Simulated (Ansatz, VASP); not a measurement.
# Two plane-wave programs on BP

Contents of INCAR:

```
PREC = Accurate ; ENCUT = 420
EDIFF = 1E-8 ; ISMEAR = -1
SIGMA = 0.05 ; LREAL = False
LASPH = True ; NELM = 120
ALGO = Normal ; ISIF = 2
LWAVE = False ; LCHARG = False
GGA = PE ; LEFG = True
NBANDS = 11 ; GGA_COMPAT = False
```

KPOINTS

```
Automatic mesh
0
Gamma
  15 15 15
```

POSCAR

```
BP
1.0
    0.0000000000      2.2466447751      2.3143800000
    2.2466447751      0.0000000000      2.3143800000
    2.2466447751      2.2466447751      0.0000000000
B P
1 1
Direct
    0.0000000000      0.0000000000      0.0000000000
    0.7500000000      0.7500000000      0.7500000000
```

Input for Ansatz:

```yaml
crystal:
  lattice:
    - [0.0, 2.2466447751, 2.31438]
    - [2.2466447751, 0.0, 2.31438]
    - [2.2466447751, 2.2466447751, 0.0]
  atoms:
    - { symbol: B, position: [0.0, 0.0, 0.0] }
    - { symbol: P, position: [0.75, 0.75, 0.75] }
kpoints:
  mp_grid: { grid: [15, 15, 15] }
scf:
  occupations: { method: fermi_dirac, width: 0.05 }
hamiltonian:
  xc: pbe
  pseudopotentials: { kind: paw }
output:
  forces: true
  stress: true
  eigenvalues: true
  efg: { contact_densities: true }
```

Change from the starting cell: z stretched by +2 % at fixed volume, PAW files.

Alike in both runs: task electric field gradients; functional PBE; k mesh 15 × 15 × 15; occupations fermi-dirac, width 0.05 eV; no spin polarisation.

|  | VASP | Ansatz |
| --- | --- | --- |
| version | VASP 6.6.1 | Ansatz 0.2.0 |
| potentials or method | VASP PAW PBE potentials, release 64 (B, P) | PAW with Ansatz's default frozen-core files, scalar-relativistic |
| plane-wave cutoff (eV) | 420 | 420 |
| valence electrons in the cell | 8 | 8 |

Ansatz gave:

| Quantity | Value |
| --- | --- |
| size of Vzz on the site where it differs most (V/Å²) | 0.4 |

Q: Estimate VASP's values.

A: Size of Vzz on the site where it differs most (V/Å²): 0.2.

The functional is the same, so the differences come from potentials, cutoffs and numerics.
